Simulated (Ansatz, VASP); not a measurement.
SrTe: VASP beside Ansatz

```
CELL_PARAMETERS angstrom
0.00000 3.35584 3.35584
3.35584 0.00000 3.35584
3.35584 3.35584 0.00000
ATOMIC_POSITIONS crystal
Sr 0.00000 0.00000 0.00000
Te 0.50000 0.50000 0.50000
```

Alike in both runs: task electric field gradients; functional PBE; k mesh 7 × 7 × 7; occupations fermi-dirac, width 0.01 eV; no spin polarisation.

|  | VASP | Ansatz |
| --- | --- | --- |
| version | VASP 6.6.1 | Ansatz 0.2.0 |
| potentials or method | VASP PAW PBE potentials, release 64 (Sr_sv, Te) | PAW with Ansatz's default frozen-core files, scalar-relativistic |
| plane-wave cutoff (eV) | 400 | 420 |
| valence electrons in the cell | 16 | 26 |

|  | VASP | Ansatz | Ansatz less VASP |
| --- | --- | --- | --- |
| gap on the k mesh at the Fermi level (eV) | 1.80 | 1.83 | +0.024 |
| pressure (GPa) | 0.2 | 0.1 | -0.07 |

VASP's potentials hold 16 valence electrons a cell and Ansatz's 26, so a difference there can come from the potentials and not from the codes.

Spin-orbit coupling is off throughout.
